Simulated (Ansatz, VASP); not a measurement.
## MgB in VASP and in Ansatz

INCAR

```
PREC     = Accurate       # precision mode
ENCUT    = 520            # plane-wave cutoff, eV
EDIFF    = 1E-8           # SCF threshold, eV
ISMEAR   = -1             # smearing method
SIGMA    = 0.05           # smearing width, eV
LREAL    = F              # projectors in reciprocal space
LASPH    = T              # aspherical terms in the spheres
NELM     = 120            # most SCF steps
ALGO     = Normal         # electronic algorithm
ISIF     = 2              # what is computed and relaxed
LWAVE    = F              # write WAVECAR
LCHARG   = F              # write CHGCAR
GGA      = PS             # functional
LEFG     = T            
NBANDS   = 10             # bands
GGA_COMPAT= F
```

KPOINTS

```
regular mesh
0
Gamma
  11 11 11
```

Contents of POSCAR:

```
MgB
1.0
    2.8930974391      0.0000000000      0.0000000000
    0.0000000000      2.8930974391      0.0000000000
    0.0000000000      0.0000000000      2.8930974391
B Mg
1 1
Direct
    0.0000000000      0.0000000000      0.0000000000
    0.5000000000      0.5000000000      0.5000000000
```

Input for Ansatz:

```yaml
crystal:
  lattice:
    - [2.8930974391, 0.0, 0.0]
    - [0.0, 2.8930974391, 0.0]
    - [0.0, 0.0, 2.8930974391]
  atoms:
    - { symbol: B, position: [0.0, 0.0, 0.0] }
    - { symbol: Mg, position: [0.5, 0.5, 0.5] }
kpoints:
  mp_grid: { grid: [11, 11, 11] }
  band_path:
    path:
      - [0.0, 0.0, 0.0]
      - [0.0, 0.5, 0.0]
      - [0.5, 0.5, 0.0]
      - [0.0, 0.0, 0.0]
      - [0.5, 0.5, 0.5]
      - [0.0, 0.5, 0.0]
      - [0.5, 0.5, 0.5]
      - [0.5, 0.5, 0.0]
    npoints: 5
scf:
  occupations: { method: fermi_dirac, width: 0.05 }
hamiltonian:
  xc: pbesol
  pseudopotentials: { kind: paw }
output:
  forces: true
  stress: true
  eigenvalues: true
  efg: { contact_densities: true }
```

Alike in both runs: task electric field gradients; functional PBEsol; k mesh 11 × 11 × 11; occupations fermi-dirac, width 0.05 eV; no spin polarisation.

```csv
,VASP,Ansatz
version,VASP 6.6.1,Ansatz 0.2.0
potentials or method,"VASP PAW PBE potentials, release 64 (B, Mg)","PAW with Ansatz's default frozen-core files, scalar-relativistic"
plane-wave cutoff (eV),520,420
valence electrons in the cell,5,13
```

```tsv
	VASP	Ansatz	Ansatz less VASP
pressure (GPa)	-2.0	-2.0	+0.05
```

VASP's potentials were made for PBE, not for PBEsol. VASP's potentials hold 5 valence electrons a cell and Ansatz's 13, so a difference there can come from the potentials and not from the codes.
